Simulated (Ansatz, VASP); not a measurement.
**CdSe in VASP and in Ansatz**

```
Cd Se
1.0
     0.00000    3.07027    3.07027
     3.07027    0.00000    3.07027
     3.07027    3.07027    0.00000
Cd Se
1 1
Cartesian
  0.0000 0.0000 0.0000
  1.5351 1.5351 1.5351
```

Alike in both runs: task single point; functional PBE-based global hybrid with a share of 0.1 of exact exchange; k mesh 4 × 4 × 4; occupations fermi-dirac, width 0.05 eV; no spin polarisation.

|  | VASP | Ansatz |
| --- | --- | --- |
| version | VASP 6.6.1 | Ansatz 0.2.0 |
| potentials or method | VASP PAW PBE potentials, release 64 (Cd, Se) | Ansatz PAW |
| plane-wave cutoff (eV) | 520 | 420 |
| valence electrons in the cell | 18 | 36 |

|  | VASP | Ansatz | Ansatz less VASP |
| --- | --- | --- | --- |
| gap on the k mesh at the Fermi level (eV) | 1.18 | 1.16 | -0.021 |
| least direct gap on the mesh (eV) | 1.18 | 1.16 | -0.021 |
| pressure (GPa) | 1.1 | 0.9 | -0.19 |

VASP's potentials were made for PBE, not for PBE-based global hybrid. The functional is the same, so the differences come from potentials, cutoffs and numerics. VASP's potentials hold 18 valence electrons a cell and Ansatz's 36, so a difference there can come from the potentials and not from the codes.

The k mesh is coarse, so the values compare programs but aren't converged.
